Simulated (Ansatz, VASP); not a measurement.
W in VASP and in Ansatz

File INCAR:

```
  PREC = Accurate
  ENCUT = 520
  EDIFF = 1E-7
  ISMEAR = 0
  SIGMA = 0.15
  LREAL = F
  LASPH = T
  NELM = 60
  ALGO = Fast
  ISIF = 2
  LWAVE = F
  LCHARG = T
  LELF = T
  LVHAR = T
  NBANDS = 13
```

KPOINTS

```
Automatic mesh
0
Gamma
  22 22 22
```

File POSCAR:

```
W
1.0
    0.0000000000      2.3264332037      1.5410293542
    2.3264332037      0.0000000000      1.5410293542
    2.3264332037      2.3264332037      0.0000000000
W
1
Direct
    0.0000000000      0.0000000000      0.0000000000
```

Input for Ansatz:

```yaml
crystal:
  lattice:
    - [0.0, 2.3264332037, 1.5410293542]
    - [2.3264332037, 0.0, 1.5410293542]
    - [2.3264332037, 2.3264332037, 0.0]
  atoms:
    - { symbol: W, position: [0.0, 0.0, 0.0] }
basis:
  ecutwfc: 420
kpoints:
  mp_grid: { grid: [22, 22, 22] }
hamiltonian:
  xc: lda
  pseudopotentials: { kind: paw, azcp: { folder: soft_1 } }
scf:
  occupations: { method: gaussian, width: 0.15 }
output:
  forces: true
  stress: true
  eigenvalues: true
```

Alike in both runs: task single point; functional LDA; k mesh 22 × 22 × 22; occupations gaussian, width 0.15 eV; no spin polarisation.

|  | VASP | Ansatz |
| --- | --- | --- |
| version | VASP 6.6.1 | Ansatz 0.2.0 |
| potentials or method | VASP PAW LDA potentials, release 64 (W_sv), cutoff 520 eV | scalar-relativistic, plane waves, PAW |
| valence electrons in the cell | 14 | 14 |

VASP gave:

```
gap on the k mesh at the Fermi level (eV)                     : none
pressure (GPa)                                                : -20.5
traceless stress, the component that is largest in VASP (GPa) : 12.43
```

Question: Estimate Ansatz's values.

Answer: gap on the k mesh at the Fermi level (eV): none; pressure (GPa): -21.9; traceless stress, the component that is largest in VASP (GPa): 12.39.

Ansatz warns that its potentials were made for another functional, while VASP's fit it. LDA's correlation is that of Perdew and Zunger in VASP and of Perdew and Wang (1992) in Ansatz. A gap of «none» marks a metal or a gap that the smearing closes.

Neither program's run includes spin-orbit coupling.
